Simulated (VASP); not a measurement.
# Li3Ag2B4 (P6/mmm) in VASP: single point with PBE

Aim: the single point of Li3Ag2B4 with PBE.

Everything below comes from runs of VASP 6.6.1. Logs are shortened: lines on timing, memory, paths and dates and some standing lists are left out, and cuts for length are marked.

### 1 The cell of the first run

The structure is hexagonal, space group P6/mmm (No. 191). Conventional cell: a = 5.136 Å, b = 5.136 Å, c = 5.653 Å, α = 90.00°, β = 90.00°, γ = 120.00°. Within 2.0 Å of Li (site symmetry mmm) lie 2 B at 1.48 Å. Within 3.5 Å of Ag (site symmetry 6mm) lie 2 Ag at 2.64 to 3.01 Å and 6 Li at 2.89 Å and 12 B at 3.25 to 3.33 Å. B (site symmetry -6m2) has 5 B at 2.83 to 2.97 Å and 6 Li at 3.19 Å and 6 Ag at 3.33 Å within 3.7 Å. B (site symmetry -6m2) has 3 Li at 1.48 Å within 2.0 Å.

### 2 Single point, PBE

Contents of INCAR:

```
SYSTEM = Li3Ag2B4
PREC     = Accurate       ! precision mode
ENCUT    = 520            ! plane-wave cutoff, eV
EDIFF    = 1E-6           ! SCF threshold, eV
ISMEAR   = 0              ! smearing method
SIGMA    = 0.1            ! smearing width, eV
LREAL    = .FALSE.        ! projectors in reciprocal space
LASPH    = .TRUE.         ! aspherical terms in the spheres
NELM     = 80             ! most SCF steps
ALGO     = Normal         ! electronic algorithm
ISIF     = 2              ! what is computed and relaxed
LWAVE    = .FALSE.        ! write WAVECAR
LCHARG   = .FALSE.        ! write CHGCAR
GGA      = PE             ! functional
NBANDS   = 32             ! bands
```

Contents of KPOINTS:

```
Automatic mesh
0
G
  6 6 4
  0 0 0
```

Contents of POSCAR:

```
Li3Ag2B4
1.0
    5.1364778800      0.0000000000      0.0000000000
   -2.5682389400      4.4483203300      0.0000000000
    0.0000000000      0.0000000000      5.6534496000
Li Ag B
3 2 4
Direct
    0.5000000000      0.0000000000      0.5000000000
    0.0000000000      0.5000000000      0.5000000000
    0.5000000000      0.5000000000      0.5000000000
    0.0000000000      0.0000000000      0.7338949300
    0.0000000000      0.0000000000      0.2661050700
    0.3333333300      0.6666666700      0.0000000000
    0.6666666700      0.3333333300      0.0000000000
    0.3333333300      0.6666666700      0.5000000000
    0.6666666700      0.3333333300      0.5000000000
```

Potentials or basis: VASP PAW PBE potentials, release 64 (Li_sv, Ag, B).

Started as:

```sh
$ cat potpaw_PBE.64/Li_sv/POTCAR potpaw_PBE.64/Ag/POTCAR potpaw_PBE.64/B/POTCAR > POTCAR
$ mpirun -np 1 vasp_std > vasp.out
```

OUTCAR:

```text
SYSTEM = Li3Ag2B4
   PREC = Accurate
   ENCUT = 520
   EDIFF = 1E-6
   ISMEAR = 0
   LREAL = .FALSE.
   LASPH = .TRUE.
   NELM = 80
   ISIF = 2
   GGA = PE

 ion  position               nearest neighbor table
   1  0.500  0.000  0.500-   8 1.48   9 1.48   2 2.57   3 2.57   3 2.57   2 2.57   4 2.89   4 2.89
                             5 2.89   5 2.89
   2  0.000  0.500  0.500-   8 1.48   9 1.48   1 2.57   1 2.57   3 2.57   3 2.57   4 2.89   5 2.89
                             4 2.89   5 2.89
   3  0.500  0.500  0.500-   8 1.48   9 1.48   1 2.57   1 2.57   2 2.57   2 2.57   4 2.89   5 2.89
                             4 2.89   5 2.89
   4  0.000  0.000  0.734-   5 2.64   3 2.89   2 2.89   2 2.89   3 2.89   1 2.89   1 2.89   5 3.01

   5  0.000  0.000  0.266-   4 2.64   3 2.89   2 2.89   2 2.89   3 2.89   1 2.89   1 2.89   4 3.01

   6  0.333  0.667  0.000-
   7  0.667  0.333  0.000-
   8  0.333  0.667  0.500-   1 1.48   2 1.48   3 1.48
   9  0.667  0.333  0.500-   1 1.48   2 1.48   3 1.48

  LATTYP: Found a hexagonal cell.
 ALAT       =     5.1364778800
 C/A-ratio  =     1.1006471228

  Lattice vectors:

 A1 = (   5.1364778800,   0.0000000000,   0.0000000000)
 A2 = (  -2.5682389400,   4.4483203300,   0.0000000000)
 A3 = (   0.0000000000,   0.0000000000,   5.6534496000)

Analysis of symmetry for initial positions (statically):
=====================================================================
 Subroutine PRICEL returns:
 Original cell was already a primitive cell.

 Routine SETGRP: Setting up the symmetry group for a
 hexagonal supercell.

 Subroutine GETGRP returns: Found 24 space group operations
 (whereof 24 operations were pure point group operations)
 out of a pool of 24 trial point group operations.

The static configuration has the point symmetry D_6h.

Analysis of symmetry for dynamics (positions and initial velocities):
=====================================================================
 Subroutine PRICEL returns:
 Original cell was already a primitive cell.

 Routine SETGRP: Setting up the symmetry group for a
 hexagonal supercell.

 Subroutine GETGRP returns: Found 24 space group operations
 (whereof 24 operations were pure point group operations)
 out of a pool of 24 trial point group operations.

The dynamic configuration has the point symmetry D_6h.

 Subroutine INISYM returns: Found 24 space group operations
 (whereof 24 operations are pure point group operations),
 and found     1 'primitive' translations

----------------------------------------------------------------------------------------

                                     Primitive cell

  volume of cell :     129.1740

  direct lattice vectors                    reciprocal lattice vectors
     5.136477880  0.000000000  0.000000000     0.194685935  0.112401977  0.000000000
    -2.568238940  4.448320330  0.000000000     0.000000000  0.224803954  0.000000000
     0.000000000  0.000000000  5.653449600     0.000000000  0.000000000  0.176883155

  length of vectors
     5.136477880  5.136477880  5.653449600     0.224803954  0.224803954  0.176883155

  position of ions in fractional coordinates (direct lattice)
     0.500000000  0.000000000  0.500000000
     1.000000000  0.500000000  0.500000000
     0.500000000  0.500000000  0.500000000
     0.000000000  0.000000000  0.733894930
     0.000000000  0.000000000  0.266105070
     0.333333330  0.666666670  0.000000000
     0.666666670  0.333333330  0.000000000
     0.333333330  0.666666670  0.500000000
     0.666666670  0.333333330  0.500000000

  ion indices of the primitive-cell ions
   primitive index   ion index
                 1           1
                 2           2
                 3           3
                 4           4
                 5           5
                 6           6
                 7           7
                 8           8
                 9           9

----------------------------------------------------------------------------------------

 KPOINTS: Automatic mesh

Automatic generation of k-mesh.
 Grid dimensions read from file:
 generate k-points for:    6    6    4

 Generating k-lattice:

  Cartesian coordinates                     Fractional coordinates (reciprocal lattice)
     0.032447656  0.018733663  0.000000000     0.166666667 -0.000000000  0.000000000
     0.000000000  0.037467326  0.000000000     0.000000000  0.166666667  0.000000000
     0.000000000  0.000000000  0.044220789     0.000000000  0.000000000  0.250000000

  Length of vectors
     0.037467326  0.037467326  0.044220789

  Shift w.r.t. Gamma in fractional coordinates (k-lattice)
     0.000000000  0.000000000  0.000000000

 Subroutine IBZKPT returns following result:
 ===========================================

 Found     21 irreducible k-points:

 Following reciprocal coordinates:
            Coordinates               Weight
  0.000000  0.000000  0.000000      1.000000
  0.166667  0.000000  0.000000      6.000000
  0.333333  0.000000  0.000000      6.000000
  0.500000  0.000000  0.000000      3.000000
  0.166667  0.166667  0.000000      6.000000
  0.333333  0.166667  0.000000     12.000000
[... 13 lines left out ...]
  0.333333  0.166667  0.500000     12.000000
  0.333333  0.333333  0.500000      2.000000
   k-points           NKPTS =     21   k-points in BZ     NKDIM =     21   number of bands    NBANDS=     32
   number of dos      NEDOS =    301   number of ions     NIONS =      9
   total plane-waves  NPLWV =  67200
   dimension x,y,z NGX =    40 NGY =   40 NGZ =   42
   dimension x,y,z NGXF=    80 NGYF=   80 NGZF=   84
   ions per type =               3   2   4
   NGX,Y,Z   is equivalent  to a cutoff of  12.95, 12.95, 12.35 a.u.
   NGXF,Y,Z  is equivalent  to a cutoff of  25.89, 25.89, 24.70 a.u.
 SYSTEM =  Li3Ag2B4
   PREC   = accura    normal or accurate (medium, high low for compatibility)
   ISTART =      0    job   : 0-new  1-cont  2-samecut
   ICHARG =      2    charge: 1-file 2-atom 10-const
   ISPIN  =      1    spin polarized calculation?
   LNONCOLLINEAR =      F non collinear calculations
   LSORBIT =      F    spin-orbit coupling
   LASPH  =      T    aspherical Exc in radial PAW
   ENCUT  =  520.0 eV  38.22 Ry    6.18 a.u.   9.55  9.55 10.51*2*pi/ulx,y,z
   NELM   =     80;   NELMIN=  2; NELMDL= -5     # of ELM steps
   EDIFF  = 0.1E-05   stopping-criterion for ELM
   LREAL  =      F    real-space projection
   EDIFFG = 0.1E-04   stopping-criterion for IOM
   NSW    =      0    number of steps for IOM
   IBRION =     -1    ionic relax: 0-MD 1-quasi-New 2-CG
   NFREE  =      0    steps in history (QN), initial steepest desc. (CG)
   ISIF   =      2    stress and relaxation
   ISYM   =      2    0-nonsym 1-usesym 2-fastsym
   POTIM  = 0.5000    time-step for ionic-motion
   TEBEG  =    0.0;   TEEND  =   0.0 temperature during run
   PSTRESS=    0.0 pullay stress
   NELECT =      43.0000    total number of electrons
   NUPDOWN=      -1.0000    fix difference up-down
   EMIN   =  10.00;   EMAX   =-10.00  energy-range for DOS
   EFERMI =   0.00;   METHOD = LEGACY
   ISMEAR =     0;   SIGMA  =   0.10  broadening in eV -4-tet -1-fermi 0-gaus
   EFERMI_NEDOS =   21; number of points for ismear=-14 and -15
   IALGO  =     38    algorithm
   IMIX   =      4    mixing-type and parameters
     AMIX     =   0.40;   BMIX     =  1.00
     AMIX_MAG =   1.60;   BMIX_MAG =  1.00
  volume/ion in A,a.u.               =      14.35        96.86
  Fermi-wavevector in a.u.,A,eV,Ry     =   1.134591  2.144066 17.514734  1.287297
  Thomas-Fermi vector in A             =   2.271295
   LORBIT       =      0    0 simple, 1 ext, 2 COOP (PROOUT), +10 PAW based schemes
   GGA     = PE    functional components
   LHFCALC =     F    Hartree Fock is set to
   AEXX    =    0.0000 exact exchange contribution
   IVDW    =     0    specifies the selected vdW correction
   LEPSILON=     F    determine dielectric tensor
   LRPA    =     F    only Hartree local field effects (RPA)
 non-spin polarized calculation
 Gauss-broadening in eV      SIGMA  =   0.10
  energy-cutoff  :      520.00
  volume of cell :      129.17
 maximum number of plane-waves:      3507
 NGX is ok and might be reduce to    40
   NGX = 19   NGY = 19   NGZ = 21

 number of electron      42.9999990 magnetization

 Free energy of the ion-electron system (eV)
  ---------------------------------------------------
  ext. energy  EPLUGINS =         0.00000000
  ---------------------------------------------------
  free energy    TOTEN  =       -11.51281378 eV

  energy without entropy =      -11.47720602  energy(sigma->0) =      -11.49500990

 E-fermi :   2.9557     XC(G=0):  -9.6639

 val. band max:        2.9522324203   @ k =   0.3333   0.3333   0.2500
 cond. band min:       2.9574272079   @ k =   0.3333   0.0000   0.2500
 fundamental gap:      0.0051947876
 Fermi energy:         2.9557329262

 k-point     1 :       0.0000    0.0000    0.0000
  band No.  band energies     occupation
      1     -43.2786      2.00000
      2     -43.2098      2.00000
      3     -43.2097      2.00000
      4      -4.6994      2.00000
      5      -3.2791      2.00000
      6      -2.1875      2.00000
[... 24 lines left out ...]
     31       8.2438      0.00000
     32       8.8459      0.00000

 k-point     2 :       0.1667    0.0000    0.0000
  band No.  band energies     occupation
      1     -43.2745      2.00000
      2     -43.2138      2.00000
      3     -43.2097      2.00000
      4      -4.5613      2.00000
      5      -3.3431      2.00000
      6      -2.2000      2.00000
[... 24 lines left out ...]
     31       7.7274      0.00000
     32       8.1397      0.00000
[... 628 lines left out ...]
     31       6.8407      0.00000
     32       9.9861      0.00000

 k-point    21 :       0.3333    0.3333    0.5000
  band No.  band energies     occupation
      1     -43.2441      2.00000
      2     -43.2441      2.00000
      3     -43.2099      2.00000
      4      -3.1439      2.00000
      5      -3.1439      2.00000
      6      -2.7567      2.00000
[... 24 lines left out ...]
     31       7.0947      0.00000
     32      10.1339      0.00000

------------------------ aborting loop because EDIFF is reached ----------------------------------------

  FORCE on cell =-STRESS in cart. coord.  units (eV):
  Direction    XX          YY          ZZ          XY          YZ          ZX
  --------------------------------------------------------------------------------------
  -------------------------------------------------------------------------------------
  Total       23.6506947     23.6506947    -11.0985036      0.0000000      0.0000000      0.0000000
  in kB      293.3455355    293.3455355   -137.6575413      0.0000000      0.0000000      0.0000000
  external PRESSURE =     149.6778432 kB  Pullay stress =       0.0000000 kB

 VOLUME and BASIS-vectors are now :
 -----------------------------------------------------------------------------
  energy-cutoff  :      520.00
  volume of cell :      129.17
      direct lattice vectors                 reciprocal lattice vectors
     5.136477880  0.000000000  0.000000000     0.194685935  0.112401977  0.000000000
    -2.568238940  4.448320330  0.000000000     0.000000000  0.224803954  0.000000000
     0.000000000  0.000000000  5.653449600     0.000000000  0.000000000  0.176883155

 POSITION                                       TOTAL-FORCE (eV/Angst)
 -----------------------------------------------------------------------------------
      2.56824      0.00000      2.82672        -0.000000      0.000000      0.000000
     -1.28412      2.22416      2.82672        -0.000000      0.000000      0.000000
      1.28412      2.22416      2.82672        -0.000000      0.000000      0.000000
      0.00000      0.00000      4.14904        -0.000000      0.000000      0.677733
      0.00000      0.00000      1.50441        -0.000000     -0.000000     -0.677733
     -0.00000      2.96555      0.00000        -0.000000      0.000000      0.000000
      2.56824      1.48277      0.00000         0.000000      0.000000      0.000000
     -0.00000      2.96555      2.82672        -0.000000      0.000000      0.000000
      2.56824      1.48277      2.82672         0.000000      0.000000      0.000000
 -----------------------------------------------------------------------------------
    total drift:                               -0.000000      0.000000      0.000000

  FREE ENERGIE OF THE ION-ELECTRON SYSTEM (eV)
  ---------------------------------------------------
  free  energy   TOTEN  =       -11.5128137761 eV

  energy  without entropy=      -11.4772060150  energy(sigma->0) =      -11.49500990
```

It took 59 s on 1 thread of AMD EPYC 9R45 (Zen 5), shared host; peak memory 0.25 GiB.

Results:

* Free energy: -11.5128 eV
* Largest force: 0.678 eV/Å

Forces on the atoms (eV/Å):
```
Li   0.000  0.000  0.000
Li   0.000  0.000  0.000
Li   0.000  0.000  0.000
Ag   0.000  0.000  0.678
Ag   0.000  0.000 -0.678
B    0.000  0.000  0.000
B    0.000  0.000  0.000
B    0.000  0.000  0.000
B    0.000  0.000  0.000
```

Caveat: the cutoff is under 1.25 times the usual one of these potentials, so pressure, stress and relaxed cells hold a basis-set (Pulay) error.
